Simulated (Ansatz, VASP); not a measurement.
## One calculation of Se, two programs

```
Se
1.0
    -1.32374    1.32374    4.62251
     1.32374   -1.32374    4.62251
     1.32374    1.32374   -4.62251
Se
1
Cartesian
  0.0000 0.0000 0.0000
```

Alike in both runs: functional PBE; k mesh 8 × 8 × 8; occupations gaussian, width 0.1 eV; no spin polarisation.

Ansatz relaxed the structure, and its values are those at the end. VASP's run is a single point on that final structure, the one shown.

|  | VASP | Ansatz |
| --- | --- | --- |
| version | VASP 6.6.1 | Ansatz 0.2.0 |
| potentials or method | VASP PAW PBE potentials, release 64 (Se), cutoff 520 eV | scalar-relativistic, plane waves, PAW |
| valence electrons in the cell | 6 | 16 |

```csv
,VASP,Ansatz,Ansatz less VASP
gap on the k mesh at the Fermi level (eV),none,none,-
pressure (GPa),0.0,0.0,-0.01
```

A gap of «none» marks a metal or a gap that the smearing closes. VASP's potentials hold 6 valence electrons a cell and Ansatz's 16, so a difference there can come from the potentials and not from the codes.

The k mesh is coarse, so the values compare programs but aren't converged.
